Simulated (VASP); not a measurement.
# CaAlO4: single point with PBE

CaAlO4:

```xyz
6
Lattice="3.3280 0.0000 0.0000 0.0000 3.3280 0.0000 0.0000 0.0000 5.8106" Properties=species:S:1:pos:R:3 pbc="T T T"
Ca    0.0000    0.0000    0.0000
Al    1.6640    1.6640    2.9053
O     1.6640    0.0000    4.1341
O     0.0000    1.6640    1.6765
O     1.6640    0.0000    1.6765
O     0.0000    1.6640    4.1341
```

The cell was built from a structure type or drawn by symmetry, and may not be a known phase.

* Program: VASP 6.6.1
* Task: single point
* Functional: PBE
* Potentials or basis: VASP PAW PBE potentials, release 64 (Ca_sv, Al, O)
* Cutoff: 520 eV
* k mesh: 6 × 6 × 4
* Occupations: gaussian, width 0.1 eV
* Spin: collinear spin, ferromagnetic start
* Starting moments: [0.0, 0.0, 1.0, 1.0, 1.0, 1.0] μB
* Dipole correction: no
* Further INCAR settings: ALGO = Normal; EDIFF = 1e-06; NBANDS = 32

```yaml
Pressure: 0.3 GPa
Largest_force: 0.038 eV/Å
Net_moment: 0.70 μB per cell
Site_moments: Ca -0.00; Al -0.01; O +0.15 μB
Valence_electrons_inside_the_program's_atomic_spheres: Ca 8.24; Al 0.58; O 4.91
```

Forces in eV/Å, atoms in the order of the input:
```
Ca   0.000  0.000  0.000
Al   0.000  0.000  0.000
O    0.000  0.000 -0.038
O    0.000  0.000  0.038
O    0.000  0.000  0.038
O    0.000  0.000 -0.038
```

Stress tensor (GPa, compression positive):
```
0.23 0.00 0.00
0.00 0.23 0.00
0.00 0.00 0.51
```

Levels at points of the mesh, in eV from the Fermi level:
Spin up:
```
           k point  band 16  band 17  band 18  band 19  band 20  band 21
(0.00, 0.00, 0.00)    -0.13    -0.01    -0.01     0.11     0.11     3.73
(0.50, 0.00, 0.00)    -1.96    -1.92    -1.60    -1.43    -0.81     6.17
(0.50, 0.50, 0.00)    -1.33     0.27     0.65     0.68     0.97     3.92
(0.00, 0.00, 0.50)    -1.07    -0.16    -0.16     0.26     0.26     4.79
(0.50, 0.00, 0.50)    -2.04    -1.95    -1.80    -1.45    -1.27     6.86
(0.50, 0.50, 0.50)    -1.09     0.28     0.63     0.78     0.86     4.71
```
Spin down:
```
           k point  band 15  band 16  band 17  band 18  band 19  band 20  band 21  band 22
(0.00, 0.00, 0.00)    -1.45     0.01     0.39     0.39     0.50     0.50     3.75     6.99
(0.50, 0.00, 0.00)    -1.97    -1.59    -1.56    -1.31    -1.24    -0.66     6.19     7.27
(0.50, 0.50, 0.00)    -1.21    -1.21     0.62     1.02     1.12     1.42     3.92     9.03
(0.00, 0.00, 0.50)    -1.98    -0.96     0.22     0.22     0.66     0.66     4.82     6.92
(0.50, 0.00, 0.50)    -2.02    -1.77    -1.62    -1.60    -1.15    -1.07     6.89     7.40
(0.50, 0.50, 0.50)    -0.97    -0.97     0.64     1.00     1.23     1.30     4.73     7.97
```

Wall time 2.5 min on 1 thread of Intel(R) Xeon(R) Platinum 8175M CPU @ 2.50GHz (Skylake/Cascade Lake), with other jobs on the host, peak memory 0.27 GiB.
